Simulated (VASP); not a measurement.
# WSe2 (P6_3/mmc) in VASP: further runs, part 3 of 3

VASP 6.6.1. Earlier steps stand in the parts before.

## 6. Vibrations by perturbation theory, PBEsol (21.03 Å³/atom)

This run uses another cell than the first one, of 21.03 Å³/atom.

The input, INCAR:

```
SYSTEM = WSe2
PREC     = Accurate       ! precision mode
ENCUT    = 520            ! plane-wave cutoff, eV
EDIFF    = 1E-8           ! SCF threshold, eV
ISMEAR   = 0              ! smearing method
SIGMA    = 0.01           ! smearing width, eV
LREAL    = .False.        ! projectors in reciprocal space
LASPH    = .True.         ! aspherical terms in the spheres
NELM     = 100            ! most SCF steps
ALGO     = Normal         ! electronic algorithm
ISIF     = 2              ! what is computed and relaxed
LWAVE    = .False.        ! write WAVECAR
LCHARG   = .False.        ! write CHGCAR
GGA      = PS             ! functional
NBANDS   = 35             ! bands
IBRION   = 8              ! ionic algorithm
NSW      = 1              ! ionic steps
```

The input, KPOINTS:

```
regular mesh
0
Gamma
  6 6 2
  0 0 0
```

The input, POSCAR:

```
WSe2
1.0
    3.3035498411      0.0000000000      0.0000000000
   -1.6517749206      2.8609580851      0.0000000000
    0.0000000000      0.0000000000     13.3533279227
W Se
2 4
Direct
    0.3333333333      0.6666666667      0.2500000000
    0.6666666667      0.3333333333      0.7500000000
    0.3333333333      0.6666666667      0.6254820367
    0.6666666667      0.3333333333      0.1254820367
    0.3333333333      0.6666666667      0.8745179633
    0.6666666667      0.3333333333      0.3745179633
```

Potentials or basis: VASP PAW PBE potentials, release 64 (W_sv, Se).

Run with:

```console
> cat potpaw_PBE.64/W_sv/POTCAR potpaw_PBE.64/Se/POTCAR > POTCAR
> mpirun -np 1 vasp_std > vasp.out
```

OUTCAR:

```text
SYSTEM = WSe2
   PREC = Accurate
   ENCUT = 520
   EDIFF = 1E-8
   ISMEAR = 0
   LREAL = .False.
   LASPH = .True.
   NELM = 100
   ISIF = 2
   GGA = PS
   IBRION = 8
   NSW = 1

 ion  position               nearest neighbor table
   1  0.333  0.667  0.250-   4 2.53   6 2.53   4 2.53   6 2.53   4 2.53   6 2.53
   2  0.667  0.333  0.750-   3 2.53   5 2.53   3 2.53   5 2.53   3 2.53   5 2.53
   3  0.333  0.667  0.625-   2 2.53   2 2.53   2 2.53
   4  0.667  0.333  0.125-   1 2.53   1 2.53   1 2.53
   5  0.333  0.667  0.875-   2 2.53   2 2.53   2 2.53
   6  0.667  0.333  0.375-   1 2.53   1 2.53   1 2.53

  LATTYP: Found a hexagonal cell.
 ALAT       =     3.3035498411
 C/A-ratio  =     4.0421148658

  Lattice vectors:

 A1 = (   3.3035498411,   0.0000000000,   0.0000000000)
 A2 = (  -1.6517749206,   2.8609580851,   0.0000000000)
[... 791 lines left out ...]
  2X     0.030243   -0.000000    0.000000  -18.565799    0.000000    0.000000    9.254319   -0.000000    0.000000    0.013459   -0.000000    0.000000    9.254319   -0.000000    0.000000    0.013459   -0.000000    0.000000
  2Y    -0.000000    0.030243   -0.000000    0.000000  -18.565799   -0.000000   -0.000000    9.254319    0.000000   -0.000000    0.013459    0.000000   -0.000000    9.254319   -0.000000   -0.000000    0.013459   -0.000000
  2Z     0.000000   -0.000000    0.127224    0.000000    0.000000  -28.813165    0.000000    0.000000   14.390376    0.000000   -0.000000   -0.047405    0.000000    0.000000   14.390376    0.000000    0.000000   -0.047405
  3X     0.025530   -0.000000    0.000000    9.247202   -0.000000    0.000000   -8.975545    0.000000    0.000000   -0.009676    0.000000    0.000000   -0.328064    0.000000   -0.000000    0.040553   -0.000000    0.000000
  3Y    -0.000000    0.025530    0.000000   -0.000000    9.247202   -0.000000    0.000000   -8.975545    0.000000    0.000000   -0.009676   -0.000000    0.000000   -0.328064    0.000000   -0.000000    0.040553   -0.000000
  3Z    -0.000000    0.000000    0.008153    0.000000    0.000000   14.334294   -0.000000   -0.000000  -16.134595   -0.000000   -0.000000    0.049310    0.000000    0.000000    1.680620    0.000000    0.000000    0.062218
  4X     9.247202   -0.000000    0.000000    0.025530   -0.000000    0.000000   -0.009676    0.000000   -0.000000   -8.975545    0.000000    0.000000    0.040553   -0.000000   -0.000000   -0.328064    0.000000    0.000000
  4Y    -0.000000    9.247202    0.000000   -0.000000    0.025530    0.000000    0.000000   -0.009676    0.000000    0.000000   -8.975545    0.000000   -0.000000    0.040553    0.000000    0.000000   -0.328064    0.000000
  4Z     0.000000   -0.000000   14.334294    0.000000   -0.000000    0.008153    0.000000    0.000000    0.049310    0.000000    0.000000  -16.134595    0.000000    0.000000    0.062218    0.000000    0.000000    1.680620
  5X     0.025530   -0.000000    0.000000    9.247202   -0.000000    0.000000   -0.328064    0.000000    0.000000    0.040553   -0.000000   -0.000000   -8.975545    0.000000    0.000000   -0.009676    0.000000   -0.000000
  5Y    -0.000000    0.025530    0.000000   -0.000000    9.247202    0.000000    0.000000   -0.328064    0.000000   -0.000000    0.040553    0.000000    0.000000   -8.975545    0.000000    0.000000   -0.009676    0.000000
  5Z     0.000000   -0.000000    0.008153    0.000000   -0.000000   14.334294    0.000000    0.000000    1.680620    0.000000    0.000000    0.062218    0.000000    0.000000  -16.134595    0.000000    0.000000    0.049310
  6X     9.247202   -0.000000    0.000000    0.025530   -0.000000    0.000000    0.040553   -0.000000    0.000000   -0.328064    0.000000   -0.000000   -0.009676    0.000000    0.000000   -8.975545    0.000000    0.000000
  6Y    -0.000000    9.247202   -0.000000   -0.000000    0.025530    0.000000   -0.000000    0.040553   -0.000000    0.000000   -0.328064    0.000000    0.000000   -0.009676   -0.000000    0.000000   -8.975545    0.000000
  6Z     0.000000    0.000000   14.334294   -0.000000    0.000000    0.008153    0.000000    0.000000    0.062218    0.000000    0.000000    1.680620   -0.000000   -0.000000    0.049310   -0.000000   -0.000000  -16.134595

 Eigenvectors and eigenvalues of the dynamical matrix
 ----------------------------------------------------

   1 f  =    9.119602 THz    57.300148 2PiTHz  304.197173 cm-1    37.715626 meV
             X         Y         Z           dx          dy          dz
     -0.000000  1.907305  3.338332     0.000000    0.000000   -0.479616
      1.651775  0.953653 10.014996    -0.000000   -0.000000    0.479616
     -0.000000  1.907305  8.352267     0.000000    0.000000   -0.367402
      1.651775  0.953653  1.675603    -0.000000   -0.000000    0.367402
     -0.000000  1.907305 11.677725    -0.000000    0.000000   -0.367402
      1.651775  0.953653  5.001061     0.000000   -0.000000    0.367402
[... 145 lines left out ...]
  18 f/i=    0.000973 THz     0.006113 2PiTHz    0.032454 cm-1     0.004024 meV
             X         Y         Z           dx          dy          dz
     -0.000000  1.907305  3.338332    -0.517488    0.035210    0.000000
      1.651775  0.953653 10.014996    -0.517488    0.035210    0.000000
     -0.000000  1.907305  8.352267    -0.339044    0.023069    0.000000
      1.651775  0.953653  1.675603    -0.339044    0.023069    0.000000
     -0.000000  1.907305 11.677725    -0.339044    0.023069    0.000000
      1.651775  0.953653  5.001061    -0.339044    0.023069    0.000000

--------------------------------------------------------------------------------------------------------

 ELASTIC MODULI CONTR FROM IONIC RELAXATION (kBar)
 Direction    XX          YY          ZZ          XY          YZ          ZX
 --------------------------------------------------------------------------------
 XX        -422.3860   -254.8661   -902.6453      0.0000      0.0000     -0.0000
 YY        -254.8661   -422.3860   -902.6453      0.0000      0.0000      0.0000
 ZZ        -902.6453   -902.6453  -2406.1010      0.0000      0.0000     -0.0000
 XY           0.0000      0.0000      0.0000    -83.7599     -0.0000     -0.0000
 YZ           0.0000     -0.0000      0.0000     -0.0000  -1171.2538      0.0000
 ZX          -0.0000     -0.0000     -0.0000     -0.0000      0.0000  -1041.9079
 --------------------------------------------------------------------------------
```

OSZICAR:

```text
N       E                     dE             d eps       ncg     rms          rms(c)
DAV:   1     0.496836283140E+03    0.49684E+03   -0.28008E+04  1092   0.144E+03
DAV:   2    -0.164779473822E+02   -0.51331E+03   -0.49501E+03  1134   0.388E+02
DAV:   3    -0.478281793544E+02   -0.31350E+02   -0.30797E+02  1205   0.901E+01
DAV:   4    -0.485320833883E+02   -0.70390E+00   -0.70096E+00  1152   0.138E+01
[... 75 lines left out ...]
RMM:   9    -0.121227049642E+00   -0.16403E-05    0.27971E-07  1779   0.504E-04    0.167E-04
RMM:  10    -0.121227862657E+00   -0.81302E-06    0.82587E-07  1867   0.216E-04    0.557E-05
RMM:  11    -0.121228196335E+00   -0.33368E-06    0.10482E-07  1873   0.832E-05    0.213E-05
RMM:  12    -0.121228193310E+00    0.30255E-08    0.32077E-07  1870   0.406E-05    0.658E-06
RMM:  13    -0.121228198863E+00   -0.55529E-08    0.51130E-08  1978   0.275E-05    0.260E-06
 Linear response finished
```

Run time: 19 min. Hardware: 1 thread of Intel Xeon Platinum 8259CL at 2.50GHz (Skylake/Cascade Lake), shared host; peak memory 0.57 GiB.

What came out:

```yaml
Highest_phonon_frequency_at_Γ_LO-TO_splitting_left_out: 304 cm⁻¹
```

Phonon frequencies in cm⁻¹ (negative: imaginary):
```
              q point                                                     frequencies
(0.000, 0.000, 0.000)  0 0 0 16 16 21 172 172 173 173 244 244 244 244 248 248 303 304
```

Caveat: the k points lie up to 0.37 Å⁻¹ apart; the cell stands under pressure or tension, which shifts response properties; the PAW data sets were made with another functional, which shifts forces and pressure a little; spin-orbit coupling is left out, which moves the levels of the heavy elements; this functional lacks dispersion, which binds layers or chains, so the pressure and a relaxed spacing across them are unreliable.
